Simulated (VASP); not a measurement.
Write the native input for VASP 6.6.1 that does the following.

* Task: single point
* Functional: PBEsol
* Potentials or basis: VASP PAW PBE potentials, release 64 (Al, Ga_d, N)
* Cutoff: 520 eV
* k mesh: 8 × 8 × 4
* Occupations: gaussian, width 0.02 eV
* Spin: no spin polarisation
* Dipole correction: no
* Further INCAR settings: ALGO = Normal; EDIFF = 1e-07; NBANDS = 46

The structure of Al2GaN3 lies in POSCAR:

```
Al2GaN3
1.0
    5.7642743452     -1.5732973843      0.0003596270
    5.7642743452      1.5732973843      0.0003596270
   -1.9038616678      0.0000000000      7.2007584802
Al Ga N
4 2 6
Direct
    0.9441896567      0.9441896567      0.3892457846
    0.8889131829      0.8889131829      0.7767427621
    0.2230765295      0.2230765295      0.4445204690
    0.5540669979      0.5540669979      0.1130299197
    0.2771033535      0.2771033535      0.0575968140
    0.6096548022      0.6096548022      0.7217951219
    0.1476626573      0.1476626573      0.1849797460
    0.4816629480      0.4816629480      0.8524173772
    0.8183169746      0.8183169746      0.5150605282
    0.7643994798      0.7643994798      0.9017259072
    0.0952791576      0.0952791576      0.5647387328
    0.4310392601      0.4310392601      0.2429478273
```

One way to write it, as run:

INCAR

```
PREC     = Accurate       # precision mode
ENCUT    = 520            # plane-wave cutoff, eV
EDIFF    = 1E-7           # SCF threshold, eV
ISMEAR   = 0              # smearing method
SIGMA    = 0.02           # smearing width, eV
LREAL    = F              # projectors in reciprocal space
LASPH    = T              # aspherical terms in the spheres
NELM     = 100            # most SCF steps
ALGO     = Normal         # electronic algorithm
ISIF     = 2              # what is computed and relaxed
LWAVE    = F              # write WAVECAR
LCHARG   = F              # write CHGCAR
GGA      = PS             # functional
NBANDS   = 46             # bands
```

KPOINTS

```
Automatic mesh
0
Gamma
  8 8 4
```

Potentials or basis: VASP PAW PBE potentials, release 64 (Al, Ga_d, N).

Launch:

```console
$ cat potpaw_PBE.64/Al/POTCAR potpaw_PBE.64/Ga_d/POTCAR potpaw_PBE.64/N/POTCAR > POTCAR
$ mpirun -np 1 vasp_std > vasp.out
```

Results of the run:

The pressure is -2.1 GPa. The largest force is 0.012 eV/Å. The band gap on the k mesh is 3.19 eV.

Caveat: the PAW data sets were made with another functional, which shifts forces and pressure a little.

Wall time 26 min on 1 thread of Intel Xeon 8259CL, on a shared host, peak memory 0.6 GiB.
